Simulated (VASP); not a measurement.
Input of a VASP 6.6.1 run:

INCAR

```
  PREC = Accurate
  ENCUT = 520
  EDIFF = 1E-6
  ISMEAR = -1
  SIGMA = 0.05
  LREAL = F
  LASPH = T
  NELM = 80
  ALGO = Normal
  ISIF = 2
  LWAVE = F
  LCHARG = F
  GGA = RE
  NBANDS = 60
```

KPOINTS

```
regular mesh
0
Gamma
  8 8 4
```

The input POSCAR:

```
TiO2
1.0
    6.1624874995     -1.8866225713     -0.0083092328
    6.1624874995      1.8866225713     -0.0083092328
   -1.9396643642      0.0000000000      6.3900003512
Ti O
4 8
Direct
    0.8994523621      0.8994523621      0.2892859528
    0.1934786594      0.1934786594      0.2791998811
    0.1005476379      0.1005476379      0.7107140472
    0.8065213406      0.8065213406      0.7208001189
    0.3612113314      0.3612113314      0.2926861222
    0.2647519205      0.2647519205      0.6569187726
    0.8676777187      0.8676777187      0.9968629250
    0.7352480795      0.7352480795      0.3430812274
    0.9421282345      0.9421282345      0.6307901122
    0.1323222813      0.1323222813      0.0031370750
    0.6387886686      0.6387886686      0.7073138778
    0.0578717655      0.0578717655      0.3692098878
```

Potentials or basis: VASP PAW PBE potentials, release 64 (Ti_sv, O).

Launch:

```sh
$ cat potpaw_PBE.64/Ti_sv/POTCAR potpaw_PBE.64/O/POTCAR > POTCAR
$ mpirun -np 1 vasp_std > vasp.out
```

(1) What does it give for the pressure?

(2) Estimate the largest force.

Answers

(1) 0.5 GPa.

(2) 0.064 eV/Å.

Caveat: the PAW data sets were made with another functional, which shifts forces and pressure a little.
